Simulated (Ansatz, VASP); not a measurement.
**One calculation of CaSe, two programs**

```
Ca Se
1.0
     0.00000    3.30000    3.20100
     3.30000    0.00000    3.20100
     3.30000    3.30000    0.00000
Ca Se
1 1
Direct
  0.00000 0.00000 0.00000
  0.75000 0.75000 0.75000
```

Change from the starting cell: strain +0.000 along x and y, -0.030 along z, atoms carried along.

Alike in both runs: task single point; functional LDA; k mesh 6 × 6 × 6; occupations gaussian, width 0.05 eV; no spin polarisation.

|  | VASP | Ansatz |
| --- | --- | --- |
| version | VASP 6.6.1 | Ansatz 0.2.0 |
| potentials or method | VASP PAW LDA potentials, release 64 (Ca_sv, Se), cutoff 520 eV | scalar-relativistic, plane waves, PAW |
| valence electrons in the cell | 16 | 26 |

```tsv
	VASP	Ansatz	Ansatz less VASP
gap on the k mesh at the Fermi level (eV)	2.96	2.94	-0.014
least direct gap on the mesh (eV)	3.06	3.05	-0.016
pressure (GPa)	-1.7	-1.8	-0.14
traceless stress, the component that is largest in VASP (GPa)	0.11	0.12	+0.007
```

LDA's correlation is that of Perdew and Zunger in VASP and of Perdew and Wang (1992) in Ansatz. VASP's potentials hold 16 valence electrons a cell and Ansatz's 26, so a difference there can come from the potentials and not from the codes.
